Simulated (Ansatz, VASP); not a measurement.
Si2Ni: VASP beside Ansatz

The input INCAR:

```
ALGO = Normal
EDIFF = 1E-7
ENCUT = 520
GGA = PE
ISIF = 2
ISMEAR = 0
LASPH = T
LCHARG = F
LREAL = F
LWAVE = F
NBANDS = 16
NELM = 100
PREC = Accurate
SIGMA = 0.15
```

File KPOINTS:

```
k-points
0
Gamma
  16 16 16
```

Contents of POSCAR:

```
Si2Ni
1.0
    0.0000000000      2.8051152926      2.7642640990
    2.8051152926      0.0000000000      2.7642640990
    2.8051152926      2.8051152926      0.0000000000
Si Ni
2 1
Direct
    0.2500000000      0.2500000000      0.2500000000
    0.7500000000      0.7500000000      0.7500000000
    0.0000000000      0.0000000000      0.0000000000
```

Input for Ansatz:

```yaml
crystal:
  lattice:
    - [0.0, 2.8051152926, 2.764264099]
    - [2.8051152926, 0.0, 2.764264099]
    - [2.8051152926, 2.8051152926, 0.0]
  atoms:
    - { symbol: Si, position: [0.25, 0.25, 0.25] }
    - { symbol: Si, position: [0.75, 0.75, 0.75] }
    - { symbol: Ni, position: [0.0, 0.0, 0.0] }
basis:
  ecutwfc: 420
kpoints:
  mp_grid: { grid: [16, 16, 16] }
hamiltonian:
  xc: pbe
scf:
  occupations: { method: gaussian, width: 0.15 }
output:
  forces: true
  stress: true
  eigenvalues: true
```

Change from the starting cell: strain +0.030 along x and y, +0.015 along z, atoms carried along.

Alike in both runs: task single point; functional PBE; k mesh 16 × 16 × 16; occupations gaussian, width 0.15 eV; no spin polarisation.

```csv
,VASP,Ansatz
version,VASP 6.6.1,Ansatz 0.2.0
potentials or method,"VASP PAW PBE potentials, release 64 (Si, Ni), cutoff 520 eV","scalar-relativistic, plane waves, PAW"
valence electrons in the cell,18,26
```

Ansatz gave:

- gap on the k mesh at the Fermi level (eV): none
- pressure (GPa): -9.1
- traceless stress, the component that is largest in VASP (GPa): 0.47

**Question.** Which values does VASP return?

**Answer.** gap on the k mesh at the Fermi level (eV): none; pressure (GPa): -9.0; traceless stress, the component that is largest in VASP (GPa): 0.47.

A gap of «none» marks a metal or a gap that the smearing closes. The functional is the same, so the differences come from potentials, cutoffs and numerics. VASP's potentials hold 18 valence electrons a cell and Ansatz's 26, so a difference there can come from the potentials and not from the codes.
